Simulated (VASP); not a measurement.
Wanted: the native input for a VASP 6.6.1 run.

* Task: single point
* Functional: PBE
* Potentials or basis: VASP PAW PBE potentials, release 64 (V_sv)
* Cutoff: 500 eV
* k mesh: 10 × 10 × 10
* Occupations: gaussian, width 0.1 eV
* Spin: no spin polarisation
* Dipole correction: no
* Further INCAR settings: ALGO = Normal; EDIFF = 1e-06; NBANDS = 12

The structure of V lies in POSCAR:

```
V
1.0
   -1.5006654681      1.5006654681      1.5006654681
    1.5006654681     -1.5006654681      1.5006654681
    1.5006654681      1.5006654681     -1.5006654681
V
1
Direct
    0.0000000000      0.0000000000      0.0000000000
```

These files were run (other wordings do the same):

INCAR

```
SYSTEM = V
ALGO = Normal
EDIFF = 1E-6
ENCUT = 500
GGA = PE
GGA_COMPAT = .False.
ISIF = 2
ISMEAR = 0
LASPH = .True.
LCHARG = .False.
LREAL = .False.
LWAVE = .False.
NBANDS = 12
NELM = 120
PREC = Accurate
SIGMA = 0.1
```

KPOINTS

```
k-points
0
Gamma
  10 10 10
  0 0 0
```

Potentials or basis: VASP PAW PBE potentials, release 64 (V_sv).

Command:

```sh
$ cat potpaw_PBE.64/V_sv/POTCAR > POTCAR
$ mpirun -np 1 vasp_std > vasp.out
```

It gave:

```json
{"Pressure": "0.3 GPa"}
```

Run time: 21 s on 1 thread of AMD EPYC 7R13, with other jobs on the host, peak memory 0.09 GiB.
